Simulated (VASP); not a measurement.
The system is Re.

```
CELL_PARAMETERS angstrom
4.50547 0.00000 0.00000
-2.25274 3.90185 0.00000
0.00000 0.00000 2.82349
ATOMIC_POSITIONS crystal
Re 0.00000 0.00000 0.00000
Re 0.33333 0.66667 0.50000
Re 0.66667 0.33333 0.50000
```

This cell differs from its parent crystal: volume scaled by 1.08.

Base run:

* Program: VASP 6.6.1
* Functional: revPBE
* Potentials or basis: VASP PAW PBE potentials, release 64 (Re)
* Cutoff: 520 eV
* k mesh: 9 × 9 × 13
* Occupations: fermi-dirac, width 0.1 eV
* Spin: no spin polarisation

Its results: pressure -23.0 GPa.

**Question.** The run is repeated on the same cell with these changes: potentials or basis from VASP PAW PBE potentials, release 64 (Re) to VASP PAW PBE potentials, release 64 (Re_sv_GW); cutoff from 520 eV to 500 eV; further incar settings from ALGO = Normal; EDIFF = 1e-06; NBANDS = 18 to ALGO = Normal; EDIFF = 1e-06; NBANDS = 30; valence electrons from 21 to 45. What comes out?

**Answer.** Pressure -24.3 GPa.

Caveats: the PAW data sets were made with another functional, which shifts forces and pressure a little.
